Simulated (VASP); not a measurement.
# Fe (P6_3/mmc) in VASP: notebook

Runs on Fe. Level: PBE. Tasks: single point.

Everything below comes from runs of VASP 6.6.1. Logs are shortened: lines on timing, memory, paths and dates and some standing lists are left out, and cuts for length are marked.

## (1) The cell of the first run

The structure is hexagonal, space group P6_3/mmc (No. 194). The conventional cell has a = 2.458 Å, b = 2.458 Å, c = 3.842 Å, α = 90.00°, β = 90.00°, γ = 120.00°. Within 3.2 Å of Fe (site symmetry -6m2) lie 12 Fe at 2.39 to 2.46 Å.

## (2) Single point, PBE (equal xx and yy strain of +1 %)

Contents of INCAR:

```
SYSTEM = Fe
PREC = Accurate
ENCUT = 520
EDIFF = 1E-7
ISMEAR = -1
SIGMA = 0.08
LREAL = .FALSE.
LASPH = .TRUE.
NELM = 60
ALGO = Normal
ISIF = 2
LWAVE = .FALSE.
LCHARG = .TRUE.
GGA = PE
LELF = .TRUE.
LVHAR = .TRUE.
NBANDS = 15
```

Contents of KPOINTS:

```
regular mesh
0
G
  17 17 10
  0 0 0
```

Contents of POSCAR:

```
Fe
1.0
    2.4584991612      0.0000000000      0.0000000000
   -1.2292495806      2.1291227288      0.0000000000
    0.0000000000      0.0000000000      3.8419344700
Fe
2
Direct
    0.3333333333      0.6666666667      0.2500000000
    0.6666666667      0.3333333333      0.7500000000
```

Potentials or basis: VASP PAW PBE potentials, release 64 (Fe).

Run with:

```console
$ cat potpaw_PBE.64/Fe/POTCAR > POTCAR
$ mpirun -np 1 vasp_std > vasp.out
```

OUTCAR:

```text
SYSTEM = Fe
   PREC = Accurate
   ENCUT = 520
   EDIFF = 1E-7
   ISMEAR = -1
   LREAL = .FALSE.
   LASPH = .TRUE.
   NELM = 60
   ISIF = 2
   GGA = PE

 ion  position               nearest neighbor table
   1  0.333  0.667  0.250-   2 2.39   2 2.39   2 2.39   2 2.39   2 2.39   2 2.39
   2  0.667  0.333  0.750-   1 2.39   1 2.39   1 2.39   1 2.39   1 2.39   1 2.39

  LATTYP: Found a hexagonal cell.
 ALAT       =     2.4584991612
 C/A-ratio  =     1.5627153878

  Lattice vectors:

 A1 = (   2.4584991612,   0.0000000000,   0.0000000000)
 A2 = (  -1.2292495806,   2.1291227288,   0.0000000000)
 A3 = (   0.0000000000,   0.0000000000,   3.8419344700)

Analysis of symmetry for initial positions (statically):
=====================================================================
 Subroutine PRICEL returns:
 Original cell was already a primitive cell.

 Routine SETGRP: Setting up the symmetry group for a
 hexagonal supercell.

 Subroutine GETGRP returns: Found 24 space group operations
 (whereof 12 operations were pure point group operations)
 out of a pool of 24 trial point group operations.

The static configuration has the point symmetry D_3d.
 The point group associated with its full space group is D_6h.

Analysis of symmetry for dynamics (positions and initial velocities):
=====================================================================
 Subroutine PRICEL returns:
 Original cell was already a primitive cell.

 Routine SETGRP: Setting up the symmetry group for a
 hexagonal supercell.

 Subroutine GETGRP returns: Found 24 space group operations
 (whereof 12 operations were pure point group operations)
 out of a pool of 24 trial point group operations.

The dynamic configuration has the point symmetry D_3d.
 The point group associated with its full space group is D_6h.

 Subroutine INISYM returns: Found 24 space group operations
 (whereof 12 operations are pure point group operations),
 and found     1 'primitive' translations

----------------------------------------------------------------------------------------

                                     Primitive cell

  volume of cell :      20.1104

  direct lattice vectors                    reciprocal lattice vectors
     2.458499161  0.000000000  0.000000000     0.406752223  0.234838506  0.000000000
    -1.229249581  2.129122729  0.000000000     0.000000000  0.469677011  0.000000000
     0.000000000  0.000000000  3.841934470     0.000000000  0.000000000  0.260285543

  length of vectors
     2.458499161  2.458499161  3.841934470     0.469677011  0.469677011  0.260285543

  position of ions in fractional coordinates (direct lattice)
     0.333333333  0.666666667  0.250000000
     0.666666667  0.333333333  0.750000000

  ion indices of the primitive-cell ions
   primitive index   ion index
                 1           1
                 2           2

----------------------------------------------------------------------------------------

 KPOINTS: regular mesh

Automatic generation of k-mesh.
 Grid dimensions read from file:
 generate k-points for:   17   17   10

 Generating k-lattice:

  Cartesian coordinates                     Fractional coordinates (reciprocal lattice)
     0.023926601  0.013814030  0.000000000     0.058823529 -0.000000000  0.000000000
     0.000000000  0.027628059  0.000000000     0.000000000  0.058823529  0.000000000
     0.000000000  0.000000000  0.026028554     0.000000000  0.000000000  0.100000000

  Length of vectors
     0.027628059  0.027628059  0.026028554

  Shift w.r.t. Gamma in fractional coordinates (k-lattice)
     0.000000000  0.000000000  0.000000000

 Subroutine IBZKPT returns following result:
 ===========================================

 Found    198 irreducible k-points:

 Following reciprocal coordinates:
            Coordinates               Weight
  0.000000  0.000000  0.000000      1.000000
  0.058824 -0.000000  0.000000      6.000000
  0.117647  0.000000  0.000000      6.000000
  0.176471 -0.000000  0.000000      6.000000
  0.235294  0.000000  0.000000      6.000000
  0.294118 -0.000000  0.000000      6.000000
[... 16 lines left out ...]
  0.411765  0.117647  0.000000     12.000000
  0.176471  0.176471  0.000000      6.000000
 [... further k-points ...]
   k-points           NKPTS =    198   k-points in BZ     NKDIM =    198   number of bands    NBANDS=     15
   number of dos      NEDOS =    301   number of ions     NIONS =      2
   total plane-waves  NPLWV =   9720
   dimension x,y,z NGX =    18 NGY =   18 NGZ =   30
   dimension x,y,z NGXF=    36 NGYF=   36 NGZF=   60
   ions per type =               2
   NGX,Y,Z   is equivalent  to a cutoff of  12.17, 12.17, 12.98 a.u.
   NGXF,Y,Z  is equivalent  to a cutoff of  24.34, 24.34, 25.96 a.u.
 SYSTEM =  Fe
   PREC   = accura    normal or accurate (medium, high low for compatibility)
   ISTART =      0    job   : 0-new  1-cont  2-samecut
   ICHARG =      2    charge: 1-file 2-atom 10-const
   ISPIN  =      1    spin polarized calculation?
   LNONCOLLINEAR =      F non collinear calculations
   LSORBIT =      F    spin-orbit coupling
   LASPH  =      T    aspherical Exc in radial PAW
   ENCUT  =  520.0 eV  38.22 Ry    6.18 a.u.   4.57  4.57  7.14*2*pi/ulx,y,z
   NELM   =     60;   NELMIN=  2; NELMDL= -5     # of ELM steps
   EDIFF  = 0.1E-06   stopping-criterion for ELM
   LREAL  =      F    real-space projection
   EDIFFG = 0.1E-05   stopping-criterion for IOM
   NSW    =      0    number of steps for IOM
   IBRION =     -1    ionic relax: 0-MD 1-quasi-New 2-CG
   NFREE  =      0    steps in history (QN), initial steepest desc. (CG)
   ISIF   =      2    stress and relaxation
   ISYM   =      2    0-nonsym 1-usesym 2-fastsym
   POTIM  = 0.5000    time-step for ionic-motion
   TEBEG  =    0.0;   TEEND  =   0.0 temperature during run
   PSTRESS=    0.0 pullay stress
   NELECT =      16.0000    total number of electrons
   NUPDOWN=      -1.0000    fix difference up-down
   EMIN   =  10.00;   EMAX   =-10.00  energy-range for DOS
   EFERMI =   0.00;   METHOD = LEGACY
   ISMEAR =    -1;   SIGMA  =   0.08  broadening in eV -4-tet -1-fermi 0-gaus
   EFERMI_NEDOS =   21; number of points for ismear=-14 and -15
   IALGO  =     38    algorithm
   IMIX   =      4    mixing-type and parameters
     AMIX     =   0.40;   BMIX     =  1.00
     AMIX_MAG =   1.60;   BMIX_MAG =  1.00
  volume/ion in A,a.u.               =      10.06        67.86
  Fermi-wavevector in a.u.,A,eV,Ry     =   1.516962  2.866642 31.309353  2.301172
  Thomas-Fermi vector in A             =   2.626281
   LORBIT       =      0    0 simple, 1 ext, 2 COOP (PROOUT), +10 PAW based schemes
   GGA     = PE    functional components
   LHFCALC =     F    Hartree Fock is set to
   AEXX    =    0.0000 exact exchange contribution
   IVDW    =     0    specifies the selected vdW correction
   LEPSILON=     F    determine dielectric tensor
   LRPA    =     F    only Hartree local field effects (RPA)
 non-spin polarized calculation
  energy-cutoff  :      520.00
  volume of cell :       20.11
 maximum number of plane-waves:       555
   NGX =  9   NGY =  9   NGZ = 15

 number of electron      16.0000006 magnetization

 Free energy of the ion-electron system (eV)
  ---------------------------------------------------
  ext. energy  EPLUGINS =         0.00000000
  ---------------------------------------------------
  free energy    TOTEN  =       -16.32855014 eV

  energy without entropy =      -16.27384599  energy(sigma->0) =      -16.30119806

 E-fermi :   7.0637     XC(G=0): -13.8693

 val. band max:        7.0560014391   @ k =   0.3529   0.2353   0.3000
 cond. band min:       7.0696235945   @ k =   0.2353   0.2353   0.1000
 fundamental gap:      0.0136221554
 Fermi energy:         7.0637413153

 k-point     1 :       0.0000    0.0000    0.0000
  band No.  band energies     occupation
      1      -1.9321      2.00000
      2       2.0522      2.00000
      3       5.3698      2.00000
      4       5.3698      2.00000
      5       5.5854      2.00000
      6       5.8639      2.00000
      7       5.8639      2.00000
      8       6.1444      1.99998
      9       6.1444      1.99998
     10       7.7592      0.00034
     11       7.7866      0.00024
     12       7.7866      0.00024
     13      16.1398      0.00000
     14      28.9127      0.00000
     15      32.6949      0.00000

 k-point     2 :       0.0588   -0.0000    0.0000
  band No.  band energies     occupation
      1      -1.8029      2.00000
      2       2.1353      2.00000
      3       5.1965      2.00000
      4       5.4428      2.00000
      5       5.7281      2.00000
      6       5.8291      2.00000
      7       5.9273      2.00000
      8       6.0583      1.99999
      9       6.0931      1.99999
     10       6.8275      1.90084
     11       7.8125      0.00017
     12       8.8804      0.00000
     13      16.1461      0.00000
     14      28.4088      0.00000
     15      31.0303      0.00000

 k-point     3 :       0.1176    0.0000    0.0000
  band No.  band energies     occupation
      1      -1.4229      2.00000
      2       2.3648      2.00000
      3       4.9108      2.00000
      4       5.6020      2.00000
      5       5.6560      2.00000
      6       5.7124      2.00000
      7       5.9552      2.00000
      8       5.9696      2.00000
      9       6.1114      1.99999
     10       6.3010      1.99986
     11       7.8777      0.00008
     12      10.0943      0.00000
     13      16.1688      0.00000
     14      26.6069      0.00000
     15      29.8497      0.00000
[... 343 lines left out ...]
 k-point    23 :       0.4118    0.1176    0.0000
  band No.  band energies     occupation
      1       2.6602      2.00000
      2       2.7806      2.00000
      3       2.8995      2.00000
      4       4.5686      2.00000
      5       4.9571      2.00000
      6       5.4842      2.00000
      7       6.0510      1.99999
      8       7.8321      0.00013
      9       7.9390      0.00004
     10       8.1107      0.00000
     11      10.0030      0.00000
     12      12.5475      0.00000
     13      18.8303      0.00000
     14      19.4379      0.00000
     15      20.2333      0.00000

 k-point    24 :       0.1765    0.1765    0.0000
  band No.  band energies     occupation
      1       1.0809      2.00000
      2       3.3182      2.00000
      3       3.6920      2.00000
      4       3.8525      2.00000
      5       5.1151      2.00000
      6       5.5706      2.00000
      7       5.9190      2.00000
      8       6.6342      1.99073
      9       7.1511      0.50266
     10       7.6886      0.00081
     11       8.0270      0.00001
     12      14.5636      0.00000
     13      16.5471      0.00000
     14      20.4665      0.00000
     15      21.2500      0.00000

 [... further k-points ...]

------------------------ aborting loop because EDIFF is reached ----------------------------------------

  FORCE on cell =-STRESS in cart. coord.  units (eV):
  Direction    XX          YY          ZZ          XY          YZ          ZX
  --------------------------------------------------------------------------------------
  -------------------------------------------------------------------------------------
  Total        0.2635379      0.2635379      0.9370986     -0.0000000     -0.0000000      0.0000000
  in kB       20.9958250     20.9958250     74.6577973     -0.0000000     -0.0000000      0.0000000
  external PRESSURE =      38.8831491 kB  Pullay stress =       0.0000000 kB

 VOLUME and BASIS-vectors are now :
 -----------------------------------------------------------------------------
  energy-cutoff  :      520.00
  volume of cell :       20.11
      direct lattice vectors                 reciprocal lattice vectors
     2.458499161  0.000000000  0.000000000     0.406752223  0.234838506  0.000000000
    -1.229249581  2.129122729  0.000000000     0.000000000  0.469677011  0.000000000
     0.000000000  0.000000000  3.841934470     0.000000000  0.000000000  0.260285543

 POSITION                                       TOTAL-FORCE (eV/Angst)
 -----------------------------------------------------------------------------------
     -0.00000      1.41942      0.96048        -0.000000      0.000000      0.000000
      1.22925      0.70971      2.88145         0.000000     -0.000000      0.000000
 -----------------------------------------------------------------------------------
    total drift:                                0.000000     -0.000000     -0.000000

  FREE ENERGIE OF THE ION-ELECTRON SYSTEM (eV)
  ---------------------------------------------------
  free  energy   TOTEN  =       -16.3285501372 eV

  energy  without entropy=      -16.2738459866  energy(sigma->0) =      -16.30119806
```

Run time: 44 s. Hardware: 1 thread of Intel Xeon Platinum 8488C (Sapphire Rapids), shared host; peak memory 0.16 GiB.

Results:

```
Free energy            : -16.3286 eV
Pressure               : 3.9 GPa
Band gap on the k mesh : zero (band 8 reaches 7.88 eV, above the bottom of band 9 at 6.06 eV)
```

Levels at points of the mesh, in eV from the Fermi level:
| k point | band 5 | band 6 | band 7 | band 8 | band 9 | band 10 | band 11 | band 12 |
| --- | --- | --- | --- | --- | --- | --- | --- | --- |
| (0.00, 0.00, 0.00) | -1.48 | -1.20 | -1.20 | -0.92 | -0.92 | 0.70 | 0.72 | 0.72 |
| (0.00, 0.00, 0.50) | -1.84 | -1.84 | -1.84 | -1.84 | 0.33 | 0.33 | 0.33 | 0.33 |

Caveat: the cell differs from its parent crystal (equal xx and yy strain of +1 %); the run has no spin polarisation, though such a crystal can be magnetic. Spin polarisation is off, so any magnetic state and its effect on volume and gap are missing.

## (3) Single point, PBE (equal xx and yy strain of +3 %)

Contents of INCAR:

```
ALGO = Normal ; EDIFF = 1E-6
ENCUT = 520 ; GGA = PE
ISIF = 2 ; ISMEAR = -1
LASPH = T ; LCHARG = F
LREAL = F ; LWAVE = F
NBANDS = 15 ; NELM = 80
PREC = Accurate ; SIGMA = 0.08
```

Contents of KPOINTS:

```
k-points
0
Gamma
  17 17 10
```

Contents of POSCAR:

```
Fe
1.0
    2.5071823129      0.0000000000      0.0000000000
   -1.2535911564      2.1712835749      0.0000000000
    0.0000000000      0.0000000000      3.8419344700
Fe
2
Direct
    0.3333333333      0.6666666667      0.2500000000
    0.6666666667      0.3333333333      0.7500000000
```

Potentials or basis: VASP PAW PBE potentials, release 64 (Fe).

Run with:

```console
$ cat potpaw_PBE.64/Fe/POTCAR > POTCAR
$ mpirun -np 1 vasp_std > vasp.out
```

It took 44 s on 1 thread of Intel Xeon Platinum 8488C (Sapphire Rapids), shared host; peak memory 0.17 GiB.

Results (log left out):

| Property | Result |
| --- | --- |
| Free energy | -16.3055 eV |
| Pressure | -6.7 GPa |
| Band gap on the k mesh | zero (band 8 reaches 7.36 eV, above the bottom of band 9 at 5.61 eV) |

Stress tensor (GPa, compression positive):
```
-10.69   0.00   0.00
  0.00 -10.69   0.00
  0.00   0.00   1.34
```

Levels at points of the mesh, in eV from the Fermi level:
```csv
k point,band 4,band 5,band 6,band 7,band 8,band 9,band 10,band 11,band 12,band 13
"(0.00, 0.00, 0.00)",-1.61,-1.28,-1.12,-1.12,-0.96,-0.96,0.69,0.69,0.93,8.96
"(0.00, 0.00, 0.50)",-1.87,-1.78,-1.78,-1.78,-1.78,0.32,0.32,0.32,0.32,17.61
```

Caveat: the cell differs from its parent crystal (equal xx and yy strain of +3 %); the run has no spin polarisation, though such a crystal can be magnetic.

## (4) Single point, PBE (volume scaled by 0.9405)

Contents of INCAR:

```
  ALGO = Normal
  EDIFF = 1E-6
  ENCUT = 520
  GGA = PE
  ISIF = 2
  ISMEAR = -1
  LASPH = T
  LCHARG = F
  LREAL = F
  LWAVE = F
  NBANDS = 15
  NELM = 60
  PREC = Accurate
  SIGMA = 0.08
```

KPOINTS is that of step 3.

Contents of POSCAR:

```
Fe
1.0
    2.3848896599      0.0000000000      0.0000000000
   -1.1924448299      2.0653750307      0.0000000000
    0.0000000000      0.0000000000      3.7641728074
Fe
2
Direct
    0.3333333333      0.6666666667      0.2500000000
    0.6666666667      0.3333333333      0.7500000000
```

Run with:

```console
$ cat potpaw_PBE.64/Fe/POTCAR > POTCAR
$ mpirun -np 1 vasp_std > vasp.out
```

Run time: 43 s. Hardware: 1 thread of Intel Xeon Platinum 8488C (Sapphire Rapids), shared host; peak memory 0.15 GiB.

It converged, with:

| Item | Value |
| --- | --- |
| Free energy | -16.1587 eV |
| Pressure | 33.6 GPa |
| Band gap on the k mesh | zero (band 8 reaches 9.00 eV, above the bottom of band 9 at 6.91 eV) |

Stress tensor (GPa, compression positive):
```
32.92  0.00  0.00
 0.00 32.92  0.00
 0.00  0.00 35.10
```

Levels at points of the mesh, in eV from the Fermi level:
```
           k point  band 5  band 6  band 7  band 8  band 9  band 10  band 11  band 12
(0.00, 0.00, 0.00)   -1.74   -1.36   -1.36   -0.98   -0.98     0.61     0.81     0.81
(0.00, 0.00, 0.50)   -2.04   -2.04   -2.04   -2.04    0.37     0.37     0.37     0.37
```

Caveat: the run has no spin polarisation, though such a crystal can be magnetic. Spin polarisation is off, so any magnetic state and its effect on volume and gap are missing.

## (5) Single point, PBE (volume scaled by 1.02)

Contents of INCAR:

```
SYSTEM = Fe
ALGO = Normal ; EDIFF = 1E-6
ENCUT = 520 ; GGA = PE
ISIF = 2 ; ISMEAR = -1
LASPH = .True. ; LCHARG = .True.
LELF = .True. ; LREAL = .False.
LVHAR = .True. ; LWAVE = .False.
NBANDS = 15 ; NELM = 60
PREC = Accurate ; SIGMA = 0.08
```

Contents of KPOINTS:

```
k-points
0
Gamma
  17 17 10
  0 0 0
```

Contents of POSCAR:

```
Fe
1.0
    2.4502783040      0.0000000000      0.0000000000
   -1.2251391520      2.1220032576      0.0000000000
    0.0000000000      0.0000000000      3.8673784861
Fe
2
Direct
    0.3333333333      0.6666666667      0.2500000000
    0.6666666667      0.3333333333      0.7500000000
```

Run with:

```console
$ cat potpaw_PBE.64/Fe/POTCAR > POTCAR
$ mpirun -np 1 vasp_std > vasp.out
```

Wall time 39 s (1 thread of Intel Xeon Platinum 8488C (Sapphire Rapids), shared host); peak memory 0.16 GiB.

The run converged. Its results:

| Quantity | Value |
| --- | --- |
| Free energy | -16.3311 eV |
| Pressure | 3.8 GPa |
| Band gap on the k mesh | zero (band 8 reaches 7.91 eV, above the bottom of band 9 at 6.06 eV) |

Stress tensor (GPa, compression positive):
```
3.54 0.00 0.00
0.00 3.54 0.00
0.00 0.00 4.40
```

Levels at points of the mesh, in eV from the Fermi level:
| k point | band 6 | band 7 | band 8 | band 9 | band 10 | band 11 |
| --- | --- | --- | --- | --- | --- | --- |
| (0.00, 0.00, 0.00) | -1.21 | -1.21 | -0.87 | -0.87 | 0.57 | 0.72 |
| (0.00, 0.00, 0.50) | -1.81 | -1.81 | -1.81 | 0.33 | 0.33 | 0.33 |

Caveat: the run has no spin polarisation, though such a crystal can be magnetic.

## (6) Overview

```csv
cell,gap on the mesh (eV),pressure (GPa)
"a = 2.458, b = 2.458, c = 3.842 Å, angles 90.0, 90.0, 120.0°, 2 atoms",none,3.9
"a = 2.507, b = 2.507, c = 3.842 Å, angles 90.0, 90.0, 120.0°, 2 atoms",none,-6.7
"a = 2.385, b = 2.385, c = 3.764 Å, angles 90.0, 90.0, 120.0°, 2 atoms",none,33.6
"a = 2.450, b = 2.450, c = 3.867 Å, angles 90.0, 90.0, 120.0°, 2 atoms",none,3.8
```

Alike in all rows: task single point; level PBE; potentials or basis VASP PAW PBE potentials, release 64 (Fe); no spin polarisation; k mesh 17 × 17 × 10; cutoff (eV) 520; smearing fermi-dirac 0.08 eV.

Caveats: the run has no spin polarisation, though such a crystal can be magnetic.

Absolute energies hang on the potentials; compare differences alone.
